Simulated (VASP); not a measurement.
# CuSi16 (a cell with a defect): single point with PBE+D3(BJ)

The system is CuSi16 (a cell with a defect).

```
CELL_PARAMETERS angstrom
0.00000 5.43000 5.43000
5.43000 0.00000 5.43000
5.43000 5.43000 0.00000
ATOMIC_POSITIONS crystal
Si 0.97648 0.97646 0.01297
Si 0.13287 0.10354 0.10891
Si 0.04680 0.96554 0.49024
Si 0.13684 0.11820 0.62544
Si 0.04225 0.47352 0.02087
Si 0.15539 0.61296 0.15229
Si 0.01623 0.49623 0.51977
Si 0.19519 0.60363 0.63031
Si 0.49721 0.97502 0.98664
Si 0.59306 0.10871 0.13217
Si 0.53593 0.95941 0.48825
Si 0.65448 0.09133 0.62317
Si 0.50756 0.47167 0.03262
Si 0.66946 0.59846 0.10290
Si 0.55465 0.46975 0.49973
Si 0.64529 0.61411 0.64245
Cu 0.88336 0.83679 0.89463
```

```yaml
Program: VASP 6.6.1
Task: single point
Functional: PBE
Dispersion: D3(BJ)
Potentials_or_basis: VASP PAW PBE potentials, release 64 (Si, Cu)
Cutoff: 520 eV
k_mesh: 2 × 2 × 2
Occupations: fermi-dirac, width 0.02 eV
Spin: collinear spin, zero start
Starting_moments: "[0.0, 0.0, 0.0, 0.0, 0.0, 0.0, 0.0, 0.0, 0.0, 0.0, 0.0, 0.0, 0.0, 0.0, 0.0, 0.0, 0.0] μB"
Dipole_correction: no
Further_INCAR_settings: LREAL = Auto; ALGO = Normal; EDIFF = 1e-06; NBANDS = 56
```

| Quantity | Value |
| --- | --- |
| Pressure | 1.4 GPa |
| Largest force | 2.759 eV/Å |
| Net moment | 0.00 μB per cell |
| Valence electrons inside the program's atomic spheres | Si 1.70, 1.67, 1.68, 1.64, 1.72, 1.71, 1.73 (each value once); Cu 10.14 |
| Dispersion energy per atom | -0.334 eV |

Forces on the atoms (eV/Å):
```
Si   0.895  0.478  1.751
Si   0.590 -0.297 -0.592
Si   0.679 -0.849  0.452
Si  -0.580  0.533  0.174
Si  -1.009  0.475  0.131
Si   0.525 -1.229 -1.222
Si   0.247  1.230  0.304
Si   0.053 -0.697 -1.843
Si   0.017  0.403 -0.308
Si  -0.797  0.374  0.411
Si   2.609 -0.879  0.174
Si  -0.851 -0.508  0.711
Si  -1.415 -0.350  1.279
Si   1.452  1.105 -0.581
Si  -0.834  0.161  0.824
Si  -1.006  1.071 -1.519
Cu  -0.576 -1.021 -0.147
```

Stress tensor (GPa, compression positive):
```
 1.46 -2.74  0.71
-2.74  1.39 -0.83
 0.71 -0.83  1.33
```

Levels at points of the mesh, in eV from the Fermi level:
Spin up:
```
           k point  band 33  band 34  band 35  band 36  band 37  band 38  band 39  band 40  band 41  band 42
(0.00, 0.00, 0.00)    -1.38    -1.30    -0.96    -0.65    -0.44    -0.33    -0.07    -0.01     0.18     0.26
(0.50, 0.00, 0.00)    -2.27    -1.48    -1.32    -1.09    -0.91     0.05     0.35     0.74     0.87     0.96
(0.00, 0.50, 0.00)    -2.27    -1.54    -1.14    -1.02    -0.86     0.08     0.43     0.77     0.87     0.92
(0.00, 0.00, 0.50)    -2.36    -1.57    -1.32    -1.18    -0.91    -0.18     0.57     0.65     0.84     0.96
(0.50, 0.50, 0.50)    -2.39    -1.46    -1.24    -1.13    -0.92     0.02     0.27     0.69     0.76     0.99
(0.50, 0.50, 0.00)    -2.15    -1.97    -1.79    -1.55    -1.37     0.19     0.59     1.28     1.47     1.49
(0.00, 0.50, 0.50)    -2.17    -1.93    -1.81    -1.62    -1.27     0.23     0.57     1.14     1.50     1.55
(0.50, 0.00, 0.50)    -2.23    -1.89    -1.80    -1.68    -1.25     0.16     0.54     1.29     1.46     1.50
```
Spin down:
| k point | band 34 | band 35 | band 36 | band 37 | band 38 | band 39 | band 40 | band 41 |
| --- | --- | --- | --- | --- | --- | --- | --- | --- |
| (0.00, 0.00, 0.00) | -1.30 | -0.96 | -0.65 | -0.44 | -0.33 | -0.07 | -0.01 | 0.18 |
| (0.50, 0.00, 0.00) | -1.48 | -1.32 | -1.09 | -0.91 | 0.05 | 0.35 | 0.74 | 0.87 |
| (0.00, 0.50, 0.00) | -1.54 | -1.14 | -1.02 | -0.86 | 0.08 | 0.43 | 0.77 | 0.87 |
| (0.00, 0.00, 0.50) | -1.57 | -1.32 | -1.18 | -0.91 | -0.18 | 0.57 | 0.65 | 0.84 |
| (0.50, 0.50, 0.50) | -1.46 | -1.24 | -1.13 | -0.92 | 0.02 | 0.27 | 0.69 | 0.76 |
| (0.50, 0.50, 0.00) | -1.97 | -1.79 | -1.55 | -1.37 | 0.19 | 0.59 | 1.28 | 1.47 |
| (0.00, 0.50, 0.50) | -1.93 | -1.81 | -1.62 | -1.27 | 0.23 | 0.57 | 1.14 | 1.50 |
| (0.50, 0.00, 0.50) | -1.89 | -1.80 | -1.68 | -1.25 | 0.16 | 0.54 | 1.29 | 1.46 |

Run time: 8.4 min on 1 thread of Intel(R) Xeon(R) 6975P-C (Granite Rapids) (shared host), peak memory 0.72 GiB.

Caveat: the k points lie up to 0.50 Å⁻¹ apart; no moment was typed at the start, so none could form.
